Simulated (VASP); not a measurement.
Input of a VASP 6.6.1 run:

POSCAR

```
CdS
1.0
    2.9091748970      2.9091748970      0.0000000000
   -2.9091748970      2.9091748970      0.0000000000
    0.0000000000      2.9091748970      2.9091748970
Cd S
1 1
Direct
    0.0000000000      0.0000000000      0.0000000000
    0.7500000000      0.2500000000      0.5000000000
```

File INCAR.step1:

```
  PREC = Accurate
  ENCUT = 520
  ISMEAR = 0
  SIGMA = 0.01
  LREAL = False
  LASPH = True
  NELM = 60
  NBANDS = 16
  GGA = PE
  ALGO = Normal
  EDIFF = 1E-4
  LWAVE = True
  LCHARG = False
```

INCAR.step2

```
  PREC = Accurate
  ENCUT = 520
  EDIFF = 1E-6
  ISMEAR = 0
  SIGMA = 0.01
  LREAL = False
  LASPH = True
  NELM = 60
  ALGO = Normal
  ISIF = 2
  LWAVE = False
  LCHARG = False
  METAGGA = R2SCAN
  LMIXTAU = True
  NBANDS = 16
  ISTART = 1
```

File KPOINTS:

```
Automatic mesh
0
Gamma
  8 8 8
```

Potentials or basis: VASP PAW PBE potentials, release 64 (Cd, S).

The run is started by

```sh
$ cat potpaw_PBE.64/Cd/POTCAR potpaw_PBE.64/S/POTCAR > POTCAR
$ cp INCAR.step1 INCAR
$ mpirun -np 1 vasp_std > vasp.out
$ cp INCAR.step2 INCAR
$ mpirun -np 1 vasp_std > vasp.out
```

Problem. Estimate the pressure.

Solution. 2.3 GPa.

Problem. What does it give for the band gap on the k mesh?

Solution. 1.61 eV, direct.

Caveat: the PAW data sets were made with another functional, which shifts forces and pressure a little. r2SCAN opens gaps a little over a GGA but as a rule still falls short of measured ones.
